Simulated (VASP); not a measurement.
# GaB3 (Cmmm) in VASP: further runs, part 2 of 2

VASP 6.6.1.

**4. Single point, PBE**

This run uses another cell than the first one, of 11.49 Å³/atom, 0.983 times its volume.

File INCAR:

```
ALGO = Normal
EDIFF = 1E-6
ENCUT = 520
GGA = PE
ISIF = 2
ISMEAR = 0
LASPH = True
LCHARG = True
LELF = True
LREAL = False
LVHAR = True
LWAVE = False
NBANDS = 19
NELM = 60
PREC = Accurate
SIGMA = 0.1
```

File KPOINTS:

```
k-points
0
Gamma
  6 6 4
```

File POSCAR:

```
GaB3
1.0
    2.6804950613     -2.9444031141      0.0000000000
    2.6804950613      2.9444031141      0.0000000000
    0.0000000000      0.0000000000      2.9117869022
Ga B
1 3
Direct
    0.5000000000      0.5000000000      0.5000000000
    0.1414986843      0.8585013157      0.5000000000
    0.8585013157      0.1414986843      0.5000000000
    0.0000000000      0.0000000000      0.0000000000
```

Potentials or basis: VASP PAW PBE potentials, release 64 (Ga_d, B).

On the command line:

```bash
$ cat potpaw_PBE.64/Ga_d/POTCAR potpaw_PBE.64/B/POTCAR > POTCAR
$ mpirun -np 1 vasp_std > vasp.out
```

OUTCAR:

```text
EDIFF = 1E-6
   ENCUT = 520
   GGA = PE
   ISIF = 2
   ISMEAR = 0
   LASPH = True
   LREAL = False
   NELM = 60
   PREC = Accurate

 ion  position               nearest neighbor table
   1  0.500  0.500  0.500-   2 2.11   3 2.11
   2  0.141  0.859  0.500-   3 1.67   4 1.68   4 1.68   1 2.11
   3  0.859  0.141  0.500-   2 1.67   4 1.68   4 1.68   1 2.11
   4  0.000  0.000  0.000-   2 1.68   3 1.68   2 1.68   3 1.68

  LATTYP: Found a base centered orthorhombic cell.
 ALAT       =     5.3609901226
 B/A-ratio  =     1.0984549670
 C/A-ratio  =     0.5431434932

  Lattice vectors:

 A1 = (   2.6804950613,  -2.9444031141,   0.0000000000)
 A2 = (   2.6804950613,   2.9444031141,   0.0000000000)
 A3 = (   0.0000000000,   0.0000000000,   2.9117869022)

Analysis of symmetry for initial positions (statically):
=====================================================================
 Subroutine PRICEL returns:
 Original cell was already a primitive cell.

 Routine SETGRP: Setting up the symmetry group for a
 base centered orthorhombic supercell.

 Subroutine GETGRP returns: Found  8 space group operations
 (whereof  8 operations were pure point group operations)
 out of a pool of  8 trial point group operations.

The static configuration has the point symmetry D_2h.

Analysis of symmetry for dynamics (positions and initial velocities):
=====================================================================
 Subroutine PRICEL returns:
 Original cell was already a primitive cell.

 Routine SETGRP: Setting up the symmetry group for a
 base centered orthorhombic supercell.

 Subroutine GETGRP returns: Found  8 space group operations
 (whereof  8 operations were pure point group operations)
 out of a pool of  8 trial point group operations.

The dynamic configuration has the point symmetry D_2h.

 Subroutine INISYM returns: Found  8 space group operations
 (whereof  8 operations are pure point group operations),
 and found     1 'primitive' translations

----------------------------------------------------------------------------------------

                                     Primitive cell

  volume of cell :      45.9623

  direct lattice vectors                    reciprocal lattice vectors
     2.680495061 -2.944403114  0.000000000     0.186532707 -0.169813704  0.000000000
     2.680495061  2.944403114  0.000000000     0.186532707  0.169813704  0.000000000
     0.000000000  0.000000000  2.911786902     0.000000000  0.000000000  0.343431725

  length of vectors
     3.981778933  3.981778933  2.911786902     0.252252146  0.252252146  0.343431725

  position of ions in fractional coordinates (direct lattice)
     0.500000000  0.500000000  0.500000000
     0.141498684  0.858501316  0.500000000
     0.858501316  0.141498684  0.500000000
     0.000000000  0.000000000  0.000000000

  ion indices of the primitive-cell ions
   primitive index   ion index
                 1           1
                 2           2
                 3           3
                 4           4

----------------------------------------------------------------------------------------

 KPOINTS: k-points

Automatic generation of k-mesh.
 Grid dimensions read from file:
 generate k-points for:    6    6    4

 Generating k-lattice:

  Cartesian coordinates                     Fractional coordinates (reciprocal lattice)
     0.031088785 -0.028302284  0.000000000     0.166666667  0.000000000  0.000000000
     0.031088785  0.028302284  0.000000000     0.000000000  0.166666667  0.000000000
     0.000000000  0.000000000  0.085857931     0.000000000  0.000000000  0.250000000

  Length of vectors
     0.042042024  0.042042024  0.085857931

  Shift w.r.t. Gamma in fractional coordinates (k-lattice)
     0.000000000  0.000000000  0.000000000

 Subroutine IBZKPT returns following result:
 ===========================================

 Found     39 irreducible k-points:

 Following reciprocal coordinates:
            Coordinates               Weight
  0.000000  0.000000  0.000000      1.000000
  0.166667  0.000000  0.000000      4.000000
  0.333333  0.000000  0.000000      4.000000
  0.500000 -0.000000  0.000000      2.000000
  0.166667  0.166667  0.000000      2.000000
  0.333333  0.166667  0.000000      4.000000
[... 16 lines left out ...]
  0.333333  0.333333  0.250000      4.000000
  0.500000  0.333333  0.250000      8.000000
 [... further k-points ...]
   k-points           NKPTS =     39   k-points in BZ     NKDIM =     39   number of bands    NBANDS=     19
   number of dos      NEDOS =    301   number of ions     NIONS =      4
   total plane-waves  NPLWV =  21600
   dimension x,y,z NGX =    30 NGY =   30 NGZ =   24
   dimension x,y,z NGXF=    60 NGYF=   60 NGZF=   48
   ions per type =               1   3
   NGX,Y,Z   is equivalent  to a cutoff of  12.53, 12.53, 13.70 a.u.
   NGXF,Y,Z  is equivalent  to a cutoff of  25.05, 25.05, 27.41 a.u.
 SYSTEM =  unknown system
   PREC   = accura    normal or accurate (medium, high low for compatibility)
   ISTART =      0    job   : 0-new  1-cont  2-samecut
   ICHARG =      2    charge: 1-file 2-atom 10-const
   ISPIN  =      1    spin polarized calculation?
   LNONCOLLINEAR =      F non collinear calculations
   LSORBIT =      F    spin-orbit coupling
   LASPH  =      T    aspherical Exc in radial PAW
   ENCUT  =  520.0 eV  38.22 Ry    6.18 a.u.   7.40  7.40  5.41*2*pi/ulx,y,z
   NELM   =     60;   NELMIN=  2; NELMDL= -5     # of ELM steps
   EDIFF  = 0.1E-05   stopping-criterion for ELM
   LREAL  =      F    real-space projection
   EDIFFG = 0.1E-04   stopping-criterion for IOM
   NSW    =      0    number of steps for IOM
   IBRION =     -1    ionic relax: 0-MD 1-quasi-New 2-CG
   NFREE  =      0    steps in history (QN), initial steepest desc. (CG)
   ISIF   =      2    stress and relaxation
   ISYM   =      2    0-nonsym 1-usesym 2-fastsym
   POTIM  = 0.5000    time-step for ionic-motion
   TEBEG  =    0.0;   TEEND  =   0.0 temperature during run
   PSTRESS=    0.0 pullay stress
   NELECT =      22.0000    total number of electrons
   NUPDOWN=      -1.0000    fix difference up-down
   EMIN   =  10.00;   EMAX   =-10.00  energy-range for DOS
   EFERMI =   0.00;   METHOD = LEGACY
   ISMEAR =     0;   SIGMA  =   0.10  broadening in eV -4-tet -1-fermi 0-gaus
   EFERMI_NEDOS =   21; number of points for ismear=-14 and -15
   IALGO  =     38    algorithm
   IMIX   =      4    mixing-type and parameters
     AMIX     =   0.40;   BMIX     =  1.00
     AMIX_MAG =   1.60;   BMIX_MAG =  1.00
  volume/ion in A,a.u.               =      11.49        77.54
  Fermi-wavevector in a.u.,A,eV,Ry     =   1.280605  2.419992 22.312854  1.639948
  Thomas-Fermi vector in A             =   2.413023
   LORBIT       =      0    0 simple, 1 ext, 2 COOP (PROOUT), +10 PAW based schemes
   GGA     = PE    functional components
   LHFCALC =     F    Hartree Fock is set to
   AEXX    =    0.0000 exact exchange contribution
   IVDW    =     0    specifies the selected vdW correction
   LEPSILON=     F    determine dielectric tensor
   LRPA    =     F    only Hartree local field effects (RPA)
 non-spin polarized calculation
 Gauss-broadening in eV      SIGMA  =   0.10
  energy-cutoff  :      520.00
  volume of cell :       45.96
 maximum number of plane-waves:      1260
 NGX is ok and might be reduce to    30
   NGX = 15   NGY = 15   NGZ = 11

 number of electron      21.9999993 magnetization

 Free energy of the ion-electron system (eV)
  ---------------------------------------------------
  ext. energy  EPLUGINS =         0.00000000
  ---------------------------------------------------
  free energy    TOTEN  =       -20.64286634 eV

  energy without entropy =      -20.63710666  energy(sigma->0) =      -20.63998650

 E-fermi :   4.6982     XC(G=0): -10.7308

 val. band max:        4.6811664602   @ k =   0.1667   0.0000   0.2500
 cond. band min:       4.7359772601   @ k =   0.1667   0.1667   0.2500
 fundamental gap:      0.0548107999
 Fermi energy:         4.6981730053

 k-point     1 :       0.0000    0.0000    0.0000
  band No.  band energies     occupation
      1     -10.4120      2.00000
      2     -10.2218      2.00000
      3     -10.1849      2.00000
      4     -10.1579      2.00000
      5     -10.0615      2.00000
      6      -8.7990      2.00000
[... 505 lines left out ...]
      6      -7.0516      2.00000
[... 11 lines left out ...]
     18      15.1285      0.00000
     19      16.5856      0.00000

 [... further k-points ...]

------------------------ aborting loop because EDIFF is reached ----------------------------------------

  FORCE on cell =-STRESS in cart. coord.  units (eV):
  Direction    XX          YY          ZZ          XY          YZ          ZX
  --------------------------------------------------------------------------------------
  -------------------------------------------------------------------------------------
  Total       -0.0114606      0.0908967      0.0351112      0.0000000      0.0000000      0.0000000
  in kB       -0.3995010      3.1685242      1.2239236      0.0000000      0.0000000      0.0000000
  external PRESSURE =       1.3309823 kB  Pullay stress =       0.0000000 kB

 VOLUME and BASIS-vectors are now :
 -----------------------------------------------------------------------------
  energy-cutoff  :      520.00
  volume of cell :       45.96
      direct lattice vectors                 reciprocal lattice vectors
     2.680495061 -2.944403114  0.000000000     0.186532707 -0.169813704  0.000000000
     2.680495061  2.944403114  0.000000000     0.186532707  0.169813704  0.000000000
     0.000000000  0.000000000  2.911786902     0.000000000  0.000000000  0.343431725

 POSITION                                       TOTAL-FORCE (eV/Angst)
 -----------------------------------------------------------------------------------
      2.68050      0.00000      1.45589        -0.000000      0.000000      0.000000
      2.68050      2.11114      1.45589         0.000000     -0.040684      0.000000
      2.68050     -2.11114      1.45589         0.000000      0.040684      0.000000
      0.00000      0.00000      0.00000         0.000000     -0.000000      0.000000
 -----------------------------------------------------------------------------------
    total drift:                                0.000000      0.000000      0.000000

  FREE ENERGIE OF THE ION-ELECTRON SYSTEM (eV)
  ---------------------------------------------------
  free  energy   TOTEN  =       -20.6428663431 eV

  energy  without entropy=      -20.6371066626  energy(sigma->0) =      -20.63998650
```

Wall time 15 s (1 thread of Intel Xeon Platinum 8559C (Emerald Rapids), shared host); peak memory 0.16 GiB.

What came out:

```
Free energy            : -20.6429 eV
Pressure               : 0.1 GPa
Largest force          : 0.041 eV/Å
Band gap on the k mesh : zero (band 11 reaches 7.23 eV, above the bottom of band 12 at 3.45 eV)
```

Forces in eV/Å, atoms in the order of the input:
```
Ga   0.000  0.000  0.000
B    0.000 -0.041  0.000
B    0.000  0.041  0.000
B    0.000  0.000  0.000
```

Stress tensor (GPa, compression positive):
```
-0.04  0.00  0.00
 0.00  0.32  0.00
 0.00  0.00  0.12
```

Caveat: the k points lie up to 0.54 Å⁻¹ apart.

**5. Overview**

| cell | k mesh | gap on the mesh (eV) | pressure (GPa) | largest force (eV/Å) |
| --- | --- | --- | --- | --- |
| a = 4.028, b = 4.028, c = 2.894 Å, angles 90.0, 90.0, 95.6°, 4 atoms | 4 × 4 × 6 | none | 0.1 | 0.01 |
| a = 3.153, b = 3.153, c = 5.020 Å, angles 90.0, 90.0, 116.5°, 4 atoms | 6 × 6 × 4 | none | 51.5 | 7.14 |
| a = 3.982, b = 3.982, c = 2.912 Å, angles 90.0, 90.0, 95.4°, 4 atoms | 6 × 6 × 4 | none | 0.1 | 0.04 |

Alike in all rows: task single point; level PBE; potentials or basis VASP PAW PBE potentials, release 64 (Ga_d, B); no spin polarisation; cutoff (eV) 520; smearing gaussian 0.1 eV.

Caveats: all runs use coarse meshes; forces of over 1 eV/Å act on the atoms, so gaps and moduli don't describe the material at rest (some runs).

Absolute energies hang on the potentials; compare differences alone.
